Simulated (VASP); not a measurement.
Here is a VASP 6.6.1 calculation.

POSCAR

```
P
1.0
    1.7371541546      1.0029464188      3.1504069738
   -1.7371541546      1.0029464188      3.1504069738
    0.0000000000     -2.0058928376      3.1504069738
P
2
Direct
    0.7729197500      0.7729197500      0.7729197500
    0.2270802500      0.2270802500      0.2270802500
```

The input INCAR.step1:

```
SYSTEM = P
PREC = Accurate
ENCUT = 520
ISMEAR = 0
SIGMA = 0.1
LREAL = .False.
LASPH = .True.
NELM = 150
ISPIN = 2
MAGMOM = -0.06 -0.27
NBANDS = 16
GGA = PE
ALGO = Normal
EDIFF = 1E-4
LWAVE = .True.
LCHARG = .False.
```

The input INCAR.step2:

```
SYSTEM = P
PREC = Accurate
ENCUT = 520
EDIFF = 1E-6
ISMEAR = 0
SIGMA = 0.1
LREAL = .False.
LASPH = .True.
NELM = 150
ALGO = Normal
ISIF = 2
LWAVE = .False.
LCHARG = .True.
ISPIN = 2
MAGMOM = -0.06 -0.27
LORBIT = 11
METAGGA = R2SCAN
LMIXTAU = .True.
LELF = .True.
LVHAR = .True.
NBANDS = 16
ISTART = 1
```

File KPOINTS:

```
regular mesh
0
Gamma
  9 9 9
  0 0 0
```

Potentials or basis: VASP PAW PBE potentials, release 64 (P).

Launch:

```console
$ cat potpaw_PBE.64/P/POTCAR > POTCAR
$ cp INCAR.step1 INCAR
$ mpirun -np 1 vasp_std > vasp.out
$ cp INCAR.step2 INCAR
$ mpirun -np 1 vasp_std > vasp.out
```

Predict the net moment.

0.00 μB per cell.

Estimate the band gap on the k mesh.

zero (filled and empty bands overlap).

Forces on the atoms (eV/Å):
```
P    0.000  0.000  0.192
P    0.000  0.000 -0.192
```

Caveat: the PAW data sets were made with another functional, which shifts forces and pressure a little.
